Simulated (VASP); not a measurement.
Sc2BP3:

```
CELL_PARAMETERS angstrom
3.60486 0.00000 0.00000
0.00000 3.60486 0.00000
0.00000 0.00000 7.95266
ATOMIC_POSITIONS crystal
Sc 0.50000 0.00000 0.73919
Sc 0.00000 0.50000 0.26081
B 0.50000 0.50000 0.00000
P 0.50000 0.00000 0.38377
P 0.00000 0.50000 0.61623
P 0.00000 0.00000 0.00000
```

```yaml
Program: VASP 6.6.1
Task: relaxation of cell and atoms
Functional: PBE
Potentials_or_basis: VASP PAW PBE potentials, release 64 (Sc_sv, B, P)
Cutoff: 600 eV
k_mesh: 6 × 6 × 2
Occupations: gaussian, width 0.1 eV
Spin: no spin polarisation
```

At the start: pressure -9.4 GPa; volume 17.22 Å³/atom.

Problem. How do energy, volume and symmetry change on relaxing?

Solution. Over 12 steps the energy falls by 157.8 meV/atom and the volume is 14.69 Å³/atom (-14.7 %); space group P-4m2 (No. 115, to 0.05 Å).

The path:
```
step  energy change (eV)  largest force (eV/Å)  pressure (GPa)  volume (Å³)
   1              0.0000                0.2052           -9.41       103.34
   2             -0.4098                0.5866            4.60        88.90
   3             -0.4408                0.3870            1.03        91.58
   4             -0.5191                0.6884            0.82        91.60
   5             -0.5842                1.0047            0.62        91.50
   6             -0.6437                0.9523           -0.47        91.87
   7             -0.7630                0.6657           -3.72        92.91
   8             -0.8407                0.5426           -2.84        91.45
   9             -0.9398                0.0790            0.69        87.34
  10             -0.9398                0.0841            0.56        87.45
  11             -0.9446                0.0626            0.20        87.77
  12             -0.9466                0.0364           -0.22        88.16
```

Final structure:
```
Sc B P
1.0
     3.23942    0.00000    0.00000
     0.00000    3.23942    0.00000
     0.00000    0.00000    8.40135
Sc B P
2 1 3
Direct
  0.50000 0.00000 0.74830
  0.00000 0.50000 0.25170
  0.50000 0.50000 0.00000
  0.50000 0.00000 0.42050
  0.00000 0.50000 0.57950
  0.00000 0.00000 0.00000
```

Caveat: the k points lie up to 0.37 Å⁻¹ apart in the final cell.
